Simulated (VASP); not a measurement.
# SiNi (zincblende type): relaxation of cell and atoms with PBE

Crystal: SiNi (zincblende type).

```
Ni Si
1.0
     0.00000    2.26387    2.26387
     2.26387    0.00000    2.26387
     2.26387    2.26387    0.00000
Ni Si
1 1
Direct
  0.00000 0.00000 0.00000
  0.25000 0.25000 0.25000
```

* Program: VASP 6.6.1
* Task: relaxation of cell and atoms
* Functional: PBE
* Potentials or basis: VASP PAW PBE potentials, release 64 (Ni, Si)
* Cutoff: 600 eV
* k mesh: 14 × 14 × 14
* Occupations: fermi-dirac, width 0.08 eV
* Spin: no spin polarisation
* Target pressure: 61 GPa
* Dipole correction: no
* Further INCAR settings: ALGO = Normal; EDIFF = 1e-07; IBRION = 2; EDIFFG = -0.005; NSW = 60; ISIF = 3

```yaml
Relaxed_volume: 12.44 Å³/atom
Relaxed_cell: a = 3.277 Å, b = 3.277 Å, c = 3.277 Å, α = 60.00°, β = 60.00°, γ = 60.00°
Space_group_after_relaxing_to_0.05_Å: F-43m (No. 216)
Energy_change_on_relaxing_the_enthalpy_is_what_falls: -379.8 meV/atom
Ionic_steps: 17
Pressure_after_relaxing: 61.0 GPa
Band_gap_on_the_k_mesh: zero (band 7 reaches 17.22 eV, above the bottom of band 8 at 8.59 eV)
```

The path:
| step | energy change (eV) | largest force (eV/Å) | pressure (GPa) | volume (Å³) |
| --- | --- | --- | --- | --- |
| 1 | 0.0000 | 0.0000 | 85.99 | 23.21 |
| 2 | -1.8850 | 0.0000 | 17.69 | 29.83 |
| 3 | -0.8054 | 0.0000 | 59.40 | 25.00 |
| 4 | -0.7611 | 0.0000 | 60.93 | 24.88 |
| 5 | -0.7480 | 0.0000 | 61.38 | 24.85 |
| 6 | -0.7486 | 0.0000 | 61.37 | 24.85 |
| 7 | -0.7502 | 0.0000 | 61.31 | 24.85 |
| 8 | -0.7502 | 0.0000 | 61.28 | 24.85 |
| 9 | -0.7503 | 0.0000 | 61.24 | 24.85 |
| 10 | -0.7504 | 0.0000 | 61.17 | 24.85 |
| 11 | -0.7506 | 0.0000 | 61.29 | 24.85 |
| 12 | -0.7510 | 0.0000 | 61.28 | 24.85 |
| 13 | -0.7519 | 0.0000 | 61.25 | 24.86 |
| 14 | -0.7536 | 0.0000 | 61.19 | 24.86 |
| 15 | -0.7570 | 0.0000 | 61.08 | 24.87 |
| 16 | -0.7638 | 0.0000 | 60.87 | 24.89 |
| 17 | -0.7596 | 0.0000 | 60.97 | 24.88 |

Final structure:
```yaml
crystal:
  lattice:
    - [0.00000, 2.31694, 2.31694]
    - [2.31694, 0.00000, 2.31694]
    - [2.31694, 2.31694, 0.00000]
  atoms:
    - { symbol: Ni, position: [0.00000, 0.00000, 0.00000] }
    - { symbol: Si, position: [0.25000, 0.25000, 0.25000] }
```

Levels at points of the mesh, in eV from the Fermi level:
```
           k point  band 5  band 6  band 7  band 8  band 9  band 10
(0.00, 0.00, 0.00)   -3.12   -3.12    7.51    7.51    7.51     7.78
(0.50, 0.00, 0.00)   -2.90   -2.90   -2.35    4.25    4.25     8.50
(0.50, 0.50, 0.00)   -3.25   -2.64   -1.68    0.31    0.31     5.69
```

It took 2 min on 1 thread of Intel(R) Xeon(R) 6975P-C (Granite Rapids), with other jobs on the host, peak memory 0.19 GiB.

Caveat: the cell is relaxed towards a set pressure, so the enthalpy falls and the energy may rise. Spin polarisation is off, so any magnetic state and its effect on volume and gap are missing.
